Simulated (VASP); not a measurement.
# SnO2 (Cmm2) in VASP: notebook

SnO2 is run at these levels: PBE; tasks: single point.

All numbers are computed with VASP 6.6.1; they aren't measurements. Logs are shortened: lines on timing, memory, paths and dates and some standing lists are left out, and cuts for length are marked.

## (1) The cell of the first run

Symmetry: Cmm2, No. 35, orthorhombic system. Conventional cell: a = 6.827 Å, b = 6.827 Å, c = 3.238 Å, α = 90.00°, β = 90.00°, γ = 90.00°. Within 2.7 Å of Sn (site symmetry mm2) lie 6 O at 2.01 to 2.17 Å. Sn (site symmetry mm2) has 6 O at 2.09 Å within 2.8 Å. O (site symmetry m) has 3 Sn at 2.09 to 2.10 Å and 1 O at 2.64 Å within 2.8 Å. Within 2.7 Å of O (site symmetry m) lie 3 Sn at 2.01 to 2.17 Å and 1 O at 2.64 Å.

## (2) Single point, PBE (atom 1 (Sn) moved -0.100 Å towards its neighbour atom 1 (Sn) at 3.238 Å)

The input, INCAR:

```
ALGO = Normal
EDIFF = 1E-6
ENCUT = 520
GGA = PE
ISIF = 2
ISMEAR = 0
LASPH = True
LCHARG = False
LREAL = False
LWAVE = False
NBANDS = 35
NELM = 60
PREC = Accurate
SIGMA = 0.05
```

The input, KPOINTS:

```
k-points
0
Gamma
  6 6 8
```

The input, POSCAR:

```
SnO2
1.0
    4.8277049966      0.0000000000      0.0000000000
    0.0000000000      4.8277049966      0.0000000000
    0.0000000000      0.0000000000      3.2379909407
Sn O
2 4
Direct
    0.0000000000      0.0000000000      0.0308833477
    0.5000000000      0.5000000000      0.5000000000
    0.3066050867      0.3066050867      0.0000000000
    0.1933949133      0.8066050867      0.5000000000
    0.6933949133      0.6933949133      0.0000000000
    0.8066050867      0.1933949133      0.5000000000
```

Potentials or basis: VASP PAW PBE potentials, release 64 (Sn_d, O).

Run with:

```
> cat potpaw_PBE.64/Sn_d/POTCAR potpaw_PBE.64/O/POTCAR > POTCAR
> mpirun -np 1 vasp_std > vasp.out
```

OUTCAR:

```text
EDIFF = 1E-6
   ENCUT = 520
   GGA = PE
   ISIF = 2
   ISMEAR = 0
   LASPH = True
   LREAL = False
   NELM = 60
   PREC = Accurate

 ion  position               nearest neighbor table
   1  0.000  0.000  0.031-   4 2.01   6 2.01   5 2.10   3 2.10   4 2.17   6 2.17   2 3.74   2 3.74
                             2 3.74   2 3.74
   2  0.500  0.500  0.500-   3 2.09   5 2.09   3 2.09   5 2.09   4 2.09   6 2.09   1 3.74   1 3.74
                             1 3.74   1 3.74
   3  0.307  0.307  0.000-   2 2.09   2 2.09   1 2.10
   4  0.193  0.807  0.500-   1 2.01   2 2.09   1 2.17
   5  0.693  0.693  0.000-   2 2.09   2 2.09   1 2.10
   6  0.807  0.193  0.500-   1 2.01   2 2.09   1 2.17

  LATTYP: Found a simple tetragonal cell.
 ALAT       =     4.8277049966
 C/A-ratio  =     0.6707101911

  Lattice vectors:

 A1 = (   4.8277049966,   0.0000000000,   0.0000000000)
 A2 = (   0.0000000000,   4.8277049966,   0.0000000000)
 A3 = (   0.0000000000,   0.0000000000,   3.2379909407)

Analysis of symmetry for initial positions (statically):
=====================================================================
 Subroutine PRICEL returns:
 Original cell was already a primitive cell.

 Routine SETGRP: Setting up the symmetry group for a
 simple tetragonal supercell.

 Subroutine GETGRP returns: Found  4 space group operations
 (whereof  4 operations were pure point group operations)
 out of a pool of 16 trial point group operations.

The static configuration has the point symmetry C_2v.

Analysis of symmetry for dynamics (positions and initial velocities):
=====================================================================
 Subroutine PRICEL returns:
 Original cell was already a primitive cell.

 Routine SETGRP: Setting up the symmetry group for a
 simple tetragonal supercell.

 Subroutine GETGRP returns: Found  4 space group operations
 (whereof  4 operations were pure point group operations)
 out of a pool of 16 trial point group operations.

The dynamic configuration has the point symmetry C_2v.

 Subroutine INISYM returns: Found  4 space group operations
 (whereof  4 operations are pure point group operations),
 and found     1 'primitive' translations

----------------------------------------------------------------------------------------

[... 95 lines left out ...]
   LNONCOLLINEAR =      F non collinear calculations
   LSORBIT =      F    spin-orbit coupling
   LASPH  =      T    aspherical Exc in radial PAW
   ENCUT  =  520.0 eV  38.22 Ry    6.18 a.u.   8.98  8.98  6.02*2*pi/ulx,y,z
   NELM   =     60;   NELMIN=  2; NELMDL= -5     # of ELM steps
   EDIFF  = 0.1E-05   stopping-criterion for ELM
   LREAL  =      F    real-space projection
   EDIFFG = 0.1E-04   stopping-criterion for IOM
   NSW    =      0    number of steps for IOM
   IBRION =     -1    ionic relax: 0-MD 1-quasi-New 2-CG
   NFREE  =      0    steps in history (QN), initial steepest desc. (CG)
   ISIF   =      2    stress and relaxation
   ISYM   =      2    0-nonsym 1-usesym 2-fastsym
   POTIM  = 0.5000    time-step for ionic-motion
   TEBEG  =    0.0;   TEEND  =   0.0 temperature during run
   PSTRESS=    0.0 pullay stress
   NELECT =      52.0000    total number of electrons
   NUPDOWN=      -1.0000    fix difference up-down
   EMIN   =  10.00;   EMAX   =-10.00  energy-range for DOS
   EFERMI =   0.00;   METHOD = LEGACY
   ISMEAR =     0;   SIGMA  =   0.05  broadening in eV -4-tet -1-fermi 0-gaus
   EFERMI_NEDOS =   21; number of points for ismear=-14 and -15
   IALGO  =     38    algorithm
   IMIX   =      4    mixing-type and parameters
     AMIX     =   0.40;   BMIX     =  1.00
     AMIX_MAG =   1.60;   BMIX_MAG =  1.00
  volume/ion in A,a.u.               =      12.58        84.88
  Fermi-wavevector in a.u.,A,eV,Ry     =   1.445962  2.732472 28.447149  2.090806
  Thomas-Fermi vector in A             =   2.564085
   LORBIT       =      0    0 simple, 1 ext, 2 COOP (PROOUT), +10 PAW based schemes
   GGA     = PE    functional components
   LHFCALC =     F    Hartree Fock is set to
   AEXX    =    0.0000 exact exchange contribution
   IVDW    =     0    specifies the selected vdW correction
   LEPSILON=     F    determine dielectric tensor
   LRPA    =     F    only Hartree local field effects (RPA)
 non-spin polarized calculation
 Gauss-broadening in eV      SIGMA  =   0.05
  energy-cutoff  :      520.00
  volume of cell :       75.47
 maximum number of plane-waves:      2068
   NGX = 17   NGY = 17   NGZ = 13

 number of electron      51.9999997 magnetization

 Free energy of the ion-electron system (eV)
  ---------------------------------------------------
  ext. energy  EPLUGINS =         0.00000000
  ---------------------------------------------------
  free energy    TOTEN  =       -37.22192352 eV

  energy without entropy =      -37.22192352  energy(sigma->0) =      -37.22192352

 E-fermi :   5.7567     XC(G=0): -10.9738

 val. band max:        5.5210759052   @ k =   0.0000   0.0000   0.0000
 cond. band min:       6.1929630764   @ k =   0.0000   0.0000   0.0000
 fundamental gap:      0.6718871712
 Fermi energy:         5.7566874854

 k-point     1 :       0.0000    0.0000    0.0000
  band No.  band energies     occupation
      1     -15.5109      2.00000
      2     -14.8447      2.00000
      3     -14.6765      2.00000
      4     -14.6466      2.00000
      5     -14.6229      2.00000
      6     -14.5490      2.00000
[... 901 lines left out ...]
     34      17.6063      0.00000
     35      17.7637      0.00000

 [... further k-points ...]
[... 5 lines left out ...]
  --------------------------------------------------------------------------------------
  -------------------------------------------------------------------------------------
  Total        0.4838501      0.4838501      0.8720210     -0.3090387      0.0000000      0.0000000
  in kB       10.2722216     10.2722216     18.5131554     -6.5609443      0.0000000      0.0000000
  external PRESSURE =      13.0191995 kB  Pullay stress =       0.0000000 kB

 VOLUME and BASIS-vectors are now :
 -----------------------------------------------------------------------------
  energy-cutoff  :      520.00
  volume of cell :       75.47
      direct lattice vectors                 reciprocal lattice vectors
     4.827704997  0.000000000  0.000000000     0.207137760  0.000000000  0.000000000
     0.000000000  4.827704997  0.000000000     0.000000000  0.207137760  0.000000000
     0.000000000  0.000000000  3.237990941     0.000000000  0.000000000  0.308833477

 POSITION                                       TOTAL-FORCE (eV/Angst)
 -----------------------------------------------------------------------------------
      0.00000      0.00000      0.10000         0.000000      0.000000     -1.800464
      2.41385      2.41385      1.61900         0.000000      0.000000      0.006936
      1.48020      1.48020      0.00000        -0.027758     -0.027758      0.041290
      0.93365      3.89405      1.61900         0.163124     -0.163124      0.855473
      3.34751      3.34751      0.00000         0.027758      0.027758      0.041290
      3.89405      0.93365      1.61900        -0.163124      0.163124      0.855473
 -----------------------------------------------------------------------------------
    total drift:                               -0.000000     -0.000000     -0.000023

  FREE ENERGIE OF THE ION-ELECTRON SYSTEM (eV)
  ---------------------------------------------------
  free  energy   TOTEN  =       -37.2219235217 eV

  energy  without entropy=      -37.2219235217  energy(sigma->0) =      -37.22192352
```

OSZICAR:

```text
N       E                     dE             d eps       ncg     rms          rms(c)
DAV:   1     0.632196155015E+03    0.63220E+03   -0.25376E+04  4991   0.229E+03
DAV:   2     0.572478564754E+02   -0.57495E+03   -0.54193E+03  4902   0.601E+02
DAV:   3    -0.382562323771E+02   -0.95504E+02   -0.93919E+02  4991   0.207E+02
DAV:   4    -0.432529368151E+02   -0.49967E+01   -0.49575E+01  5729   0.508E+01
DAV:   5    -0.433839208567E+02   -0.13098E+00   -0.13076E+00  5590   0.878E+00    0.157E+01
DAV:   6    -0.371477190429E+02    0.62362E+01   -0.17610E+01  7200   0.649E+01    0.606E+00
DAV:   7    -0.372527171091E+02   -0.10500E+00   -0.20316E+00  5269   0.794E+00    0.318E+00
DAV:   8    -0.372290841658E+02    0.23633E-01   -0.18830E-01  6874   0.392E+00    0.747E-01
DAV:   9    -0.372210554741E+02    0.80287E-02   -0.35496E-02  7480   0.285E+00    0.132E-01
DAV:  10    -0.372217785879E+02   -0.72311E-03   -0.40488E-03  5739   0.519E-01    0.638E-02
DAV:  11    -0.372219227276E+02   -0.14414E-03   -0.21695E-04  5727   0.105E-01    0.189E-02
DAV:  12    -0.372219258785E+02   -0.31509E-05   -0.20554E-05  6790   0.527E-02    0.120E-02
DAV:  13    -0.372219242212E+02    0.16572E-05   -0.39953E-06  5590   0.247E-02    0.390E-03
DAV:  14    -0.372219235217E+02    0.69955E-06   -0.74303E-07  3064   0.118E-02
   1 F= -.37221924E+02 E0= -.37221924E+02  d E =-.222556E-13
```

stdout:

```text
POSCAR found type information on POSCAR SnO
 POSCAR found :  2 types and       6 ions
 scaLAPACK will be used
 LDA part: xc-table for (Slater+PW92), standard interpolation
 POSCAR, INCAR and KPOINTS ok, starting setup
 FFT: planning ... GRIDC
 FFT: planning ... GRID_SOFT
 FFT: planning ... GRID
 WAVECAR not read
 entering main loop
```

Wall time 46 s (1 thread of Intel Xeon 6975P-C (Granite Rapids), shared host); peak memory 0.26 GiB.

What came out:

```
Free energy            : -37.2219 eV
Pressure               : 1.3 GPa
Largest force          : 1.800 eV/Å
Band gap on the k mesh : 0.67 eV, direct
```

Forces on the atoms (eV/Å):
```
Sn   0.000  0.000 -1.800
Sn   0.000  0.000  0.007
O   -0.028 -0.028  0.041
O    0.163 -0.163  0.855
O    0.028  0.028  0.041
O   -0.163  0.163  0.855
```

Stress tensor (GPa, compression positive):
```
 1.03 -0.66  0.00
-0.66  1.03  0.00
 0.00  0.00  1.85
```

Caveat: the cell differs from its parent crystal (atom 1 (Sn) moved -0.100 Å towards its neighbour atom 1 (Sn) at 3.238 Å); spin-orbit coupling is left out, which moves the levels of the heavy elements; forces of over 1 eV/Å act on the atoms, so gaps and moduli don't describe the material at rest.

[end of part 1 of 2]
